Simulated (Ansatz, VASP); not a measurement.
Zn5O: VASP beside Ansatz

File INCAR:

```
PREC     = Accurate       # precision mode
ENCUT    = 600            # plane-wave cutoff, eV
EDIFF    = 1E-6           # SCF threshold, eV
ISMEAR   = 0              # smearing method
SIGMA    = 0.1            # smearing width, eV
LREAL    = F              # projectors in reciprocal space
LASPH    = T              # aspherical terms in the spheres
NELM     = 60             # most SCF steps
ALGO     = Normal         # electronic algorithm
ISIF     = 3              # what is computed and relaxed
LWAVE    = F              # write WAVECAR
LCHARG   = F              # write CHGCAR
GGA      = PE             # functional
IBRION   = 2              # ionic algorithm
NSW      = 90             # ionic steps
EDIFFG   = -0.04          # ionic threshold
```

Contents of KPOINTS:

```
regular mesh
0
Gamma
  4 4 4
```

File POSCAR:

```
Zn5O
1.0
    5.0262401300      0.0000000000      0.0000000000
    0.0000000000      5.0262401300      0.0000000000
    0.0000000000      0.0000000000      3.9093016500
Zn O
5 1
Direct
    0.2803080000      0.2803080000      0.5000000000
    0.7196920000      0.7196920000      0.5000000000
    0.2803080000      0.7196920000      0.5000000000
    0.7196920000      0.2803080000      0.5000000000
    0.0000000000      0.0000000000      0.5000000000
    0.5000000000      0.5000000000      0.0000000000
```

Input for Ansatz:

```yaml
crystal:
  lattice:
    - [5.02624013, 0.0, 0.0]
    - [0.0, 5.02624013, 0.0]
    - [0.0, 0.0, 3.90930165]
  atoms:
    - { symbol: Zn, position: [0.280308, 0.280308, 0.5] }
    - { symbol: Zn, position: [0.719692, 0.719692, 0.5] }
    - { symbol: Zn, position: [0.280308, 0.719692, 0.5] }
    - { symbol: Zn, position: [0.719692, 0.280308, 0.5] }
    - { symbol: Zn, position: [0.0, 0.0, 0.5] }
    - { symbol: O, position: [0.5, 0.5, 0.0] }
basis:
  ecutwfc: 420
kpoints:
  mp_grid: { grid: [4, 4, 4] }
hamiltonian:
  xc: pbe
scf:
  occupations: { method: gaussian, width: 0.1 }
  lower_state_search: "off"
output:
  forces: true
  stress: true
  eigenvalues: true
relax:
  adjacent_minimum: "off"
  f_tol: 0.04
  max_steps: 70
  cell: { stress_tol: 0.4 }
```

Alike in both runs: task relaxation of cell and atoms; functional PBE; k mesh 4 × 4 × 4; occupations gaussian, width 0.1 eV; no spin polarisation.

```csv
,VASP,Ansatz
version,VASP 6.6.1,Ansatz 0.2.0
potentials or method,"VASP PAW PBE potentials, release 64 (Zn, O), cutoff 600 eV","scalar-relativistic, plane waves, PAW"
valence electrons in the cell,66,66
```

VASP gave:

```
gap on the k mesh at the Fermi level, each at its own relaxed structure (eV) : none
relaxed volume (Å³/atom)                                                     : 17.65
relaxed length of the cell vector where the two differ most in proportion (Å)              : 2.950
```

**Question.** Which values does Ansatz return?

**Answer.** gap on the k mesh at the Fermi level, each at its own relaxed structure (eV): none; relaxed volume (Å³/atom): 17.63; relaxed length of the cell vector where the two differ most in proportion (Å): 2.945.

A gap of «none» marks a metal or a gap that the smearing closes.

The k mesh is coarse, so the values compare programs but aren't converged.
